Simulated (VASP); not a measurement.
Crystal: MgCd3Te2.

```xyz
6
Lattice="7.2105 0.0000 0.0000 -3.6053 6.2445 0.0000 0.0000 0.0000 4.4262" Properties=species:S:1:pos:R:3 pbc="T T T"
Mg    0.0000    0.0000    0.0000
Cd    3.6053    0.0000    2.2131
Cd    1.8026    3.1222    2.2131
Cd   -1.8026    3.1222    2.2131
Te    0.0000    4.1630    0.0000
Te    3.6053    2.0815    0.0000
```

The cell was built from a structure type or drawn by symmetry, and may not be a known phase.

- Program: VASP 6.6.1
- Task: relaxation of cell and atoms
- Functional: PBE
- Potentials or basis: VASP PAW PBE potentials, release 64 (Mg, Cd, Te)
- Cutoff: 600 eV
- k mesh: 6 × 6 × 8
- Occupations: gaussian, width 0.1 eV
- Spin: no spin polarisation

At the start: pressure -0.2 GPa; volume 33.22 Å³/atom.

**Question.** How do energy, volume and symmetry change on relaxing?

**Answer.** Over 7 steps the energy falls by 13.0 meV/atom and the volume is 34.38 Å³/atom (+3.5 %); space group P6/mmm (No. 191, to 0.1 Å) before and after.

The path:
```
step  energy change (eV)  largest force (eV/Å)  pressure (GPa)  volume (Å³)
   1              0.0000                0.0000           -0.18       199.29
   2             -0.0321                0.0000            0.25       198.17
   3             -0.0472                0.0000            0.83       196.70
   4             -0.0707                0.0000            0.36       201.60
   5             -0.0781                0.0000           -0.05       206.61
   6             -0.0781                0.0000           -0.04       206.41
   7             -0.0782                0.0000            0.01       206.31
```

Final structure:
```
Mg Cd Te
1.0
     7.51905    0.00000    0.00000
    -3.75952    6.51169    0.00000
     0.00000    0.00000    4.21361
Mg Cd Te
1 3 2
Direct
  0.00000 0.00000 0.00000
  0.50000 0.00000 0.50000
  0.50000 0.50000 0.50000
  0.00000 0.50000 0.50000
  0.33333 0.66667 0.00000
  0.66667 0.33333 0.00000
```
